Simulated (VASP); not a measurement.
Input of a VASP 6.6.1 run:

File INCAR:

```
PREC = Accurate
ENCUT = 520
EDIFF = 1E-6
ISMEAR = 0
SIGMA = 0.05
LREAL = False
LASPH = True
NELM = 80
ALGO = Normal
ISIF = 2
LWAVE = False
LCHARG = False
GGA = PS
NBANDS = 18
```

Contents of KPOINTS:

```
regular mesh
0
Gamma
  8 1 6
```

Contents of POSCAR:

```
P
1.0
    3.3822395516      0.0000000000      0.0000000000
    0.0000000000     35.9027419197      0.0000000000
    0.0000000000      0.0000000000      4.6320847100
P
4
Direct
    0.0000000000      0.9702614300      0.5921507200
    0.0000000000      0.0297385700      0.4078492800
    0.5000000000      0.0297385700      0.0921507200
    0.5000000000      0.9702614300      0.9078492800
```

Potentials or basis: VASP PAW PBE potentials, release 64 (P).

Launch:

```sh
$ cat potpaw_PBE.64/P/POTCAR > POTCAR
$ mpirun -np 1 vasp_std > vasp.out
```

Task: Predict the largest force.

Result: 0.472 eV/Å.

Task: Predict the band gap on the k mesh.

Result: 0.78 eV.

Forces on the atoms (eV/Å):
```
P    0.000  0.425 -0.206
P    0.000 -0.425  0.206
P    0.000 -0.425 -0.206
P    0.000  0.425  0.206
```

Caveat: the cell differs from its parent crystal (strain +0.030 along x and y, +0.000 along z); there is no dipole correction, which matters where the two faces differ; semilocal functionals underestimate gaps, and a narrow one can read as zero; the PAW data sets were made with another functional, which shifts forces and pressure a little.
